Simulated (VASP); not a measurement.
A run of VASP 6.6.1 is set up as follows.

INCAR

```
PREC = Accurate
ENCUT = 600
EDIFF = 1E-6
ISMEAR = -1
SIGMA = 0.05
LREAL = False
LASPH = True
NELM = 60
ALGO = Normal
ISIF = 3
LWAVE = False
LCHARG = False
GGA = PS
IVDW = 12
IBRION = 2
NSW = 80
EDIFFG = -0.005
```

Contents of KPOINTS:

```
Automatic mesh
0
Gamma
  8 8 8
```

The input POSCAR:

```
InAs
1.0
    0.0000000000      3.0180000000      3.0180000000
    3.0180000000      0.0000000000      3.0180000000
    3.0180000000      3.0180000000      0.0000000000
In As
1 1
Direct
    0.0000000000      0.0000000000      0.0000000000
    0.7500000000      0.7500000000      0.7500000000
```

Potentials or basis: VASP PAW PBE potentials, release 64 (In_d, As).

The run is started by

```console
$ cat potpaw_PBE.64/In_d/POTCAR potpaw_PBE.64/As/POTCAR > POTCAR
$ mpirun -np 1 vasp_std > vasp.out
```

Q: What does it give for the relaxed volume?

A: 27.40 Å³/atom.

Q: Predict the dispersion energy per atom.

A: -0.318 eV.

Q: Estimate the space group after relaxing (to 0.05 Å).

A: F-43m (No. 216).

Final structure:
```
In As
1.0
     0.00000    3.01472    3.01472
     3.01472    0.00000    3.01472
     3.01472    3.01472    0.00000
In As
1 1
Direct
  0.00000 0.00000 0.00000
  0.75000 0.75000 0.75000
```

Caveat: the PAW data sets were made with another functional, which shifts forces and pressure a little; pairwise dispersion overbinds metals, which lowers pressure and volume.
